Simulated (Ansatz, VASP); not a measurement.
## Bi2TeSe2: VASP beside Ansatz

File INCAR:

```
SYSTEM = Bi2TeSe2
PREC     = Accurate       ! precision mode
ENCUT    = 520            ! plane-wave cutoff, eV
EDIFF    = 1E-6           ! SCF threshold, eV
ISMEAR   = 0              ! smearing method
SIGMA    = 0.05           ! smearing width, eV
LREAL    = .FALSE.        ! projectors in reciprocal space
LASPH    = .TRUE.         ! aspherical terms in the spheres
NELM     = 80             ! most SCF steps
ALGO     = Normal         ! electronic algorithm
ISIF     = 2              ! what is computed and relaxed
LWAVE    = .FALSE.        ! write WAVECAR
LCHARG   = .FALSE.        ! write CHGCAR
GGA      = PS             ! functional
NBANDS   = 32             ! bands
LUSENCCL = .FALSE.
```

File KPOINTS:

```
regular mesh
0
G
  12 12 12
  0 0 0
```

The input POSCAR:

```
Bi2TeSe2
1.0
    2.0915012419      1.2075288050      9.7123300000
   -2.0915012419      1.2075288050      9.7123300000
    0.0000000000     -2.4150576100      9.7123300000
Bi Te Se
2 1 2
Direct
    0.3980600000      0.3980600000      0.3980600000
    0.6019400000      0.6019400000      0.6019400000
    0.0000000000      0.0000000000      0.0000000000
    0.2116000000      0.2116000000      0.2116000000
    0.7884000000      0.7884000000      0.7884000000
```

Input for Ansatz:

```yaml
crystal:
  lattice:
    - [2.0915012419, 1.207528805, 9.71233]
    - [-2.0915012419, 1.207528805, 9.71233]
    - [0.0, -2.41505761, 9.71233]
  atoms:
    - { symbol: Bi, position: [0.39806, 0.39806, 0.39806] }
    - { symbol: Bi, position: [0.60194, 0.60194, 0.60194] }
    - { symbol: Te, position: [0.0, 0.0, 0.0] }
    - { symbol: Se, position: [0.2116, 0.2116, 0.2116] }
    - { symbol: Se, position: [0.7884, 0.7884, 0.7884] }
basis:
  ecutwfc: 420
kpoints:
  mp_grid: { grid: [12, 12, 12] }
hamiltonian:
  xc: pbesol
scf:
  occupations: { method: gaussian, width: 0.05 }
output:
  forces: true
  stress: true
  eigenvalues: true
  write_density: true
  write_potential: true
  elf: true
  volumetric_format: npy
```

Alike in both runs: task single point; functional PBEsol; k mesh 12 × 12 × 12; occupations gaussian, width 0.05 eV; no spin polarisation.

|  | VASP | Ansatz |
| --- | --- | --- |
| version | VASP 6.6.1 | Ansatz 0.2.0 |
| potentials or method | VASP PAW PBE potentials, release 64 (Bi_d, Te, Se), cutoff 520 eV | scalar-relativistic, plane waves, PAW |
| valence electrons in the cell | 48 | 78 |

Ansatz gave:

| Item | Value |
| --- | --- |
| gap on the k mesh at the Fermi level (eV) | 0.42 |
| least direct gap on the mesh (eV) | 0.42 |
| pressure (GPa) | 1.9 |
| traceless stress, the component that is largest in VASP (GPa) | 0.19 |
| rms of the force components (eV/Å) | 0.691 |

Task: What did VASP give for the same quantities?

Result: gap on the k mesh at the Fermi level (eV): 0.43; least direct gap on the mesh (eV): 0.43; pressure (GPa): 1.9; traceless stress, the component that is largest in VASP (GPa): 0.19; rms of the force components (eV/Å): 0.689.

VASP's potentials were made for PBE, not for PBEsol. Atom by atom the forces differ by 0.005 eV/Å (rms over components). VASP's potentials hold 48 valence electrons a cell and Ansatz's 78, so a difference there can come from the potentials and not from the codes.

Spin-orbit coupling is off throughout.
